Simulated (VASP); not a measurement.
A run of VASP 6.6.1:

File POSCAR:

```
Si
1.0
    3.5248120637      0.0000000000      0.0000000000
   -1.7624060319      3.0525767907      0.0000000000
    0.0000000000      0.0000000000      6.3326220002
Si
4
Direct
    0.3333333333      0.6666666667      0.0630095000
    0.6666666667      0.3333333333      0.5630095000
    0.3333333333      0.6666666667      0.4369905000
    0.6666666667      0.3333333333      0.9369905000
```

INCAR.step1

```
  PREC = Accurate
  ENCUT = 520
  ISMEAR = 0
  SIGMA = 0.05
  LREAL = False
  LASPH = True
  NELM = 100
  NBANDS = 16
  GGA = PE
  ALGO = Normal
  EDIFF = 1E-4
  LWAVE = True
  LCHARG = False
```

File INCAR.step2:

```
  PREC = Accurate
  ENCUT = 520
  EDIFF = 1E-6
  ISMEAR = 0
  SIGMA = 0.05
  LREAL = False
  LASPH = True
  NELM = 100
  ALGO = Normal
  ISIF = 2
  LWAVE = False
  LCHARG = False
  METAGGA = R2SCAN
  LMIXTAU = True
  NBANDS = 16
  ISTART = 1
```

The input KPOINTS:

```
regular mesh
0
Gamma
  12 12 6
```

Potentials or basis: VASP PAW PBE potentials, release 64 (Si).

Launch:

```console
$ cat potpaw_PBE.64/Si/POTCAR > POTCAR
$ cp INCAR.step1 INCAR
$ mpirun -np 1 vasp_std > vasp.out
$ cp INCAR.step2 INCAR
$ mpirun -np 1 vasp_std > vasp.out
```

Hardware: 1 thread of Intel Xeon 6975P-C, on a shared host.

**Question.** How long does it take, and how much memory?

**Answer.** Run time: 3.6 min on 1 thread of Intel Xeon 6975P-C (shared host), peak memory 0.22 GiB. Counts: k points 76.
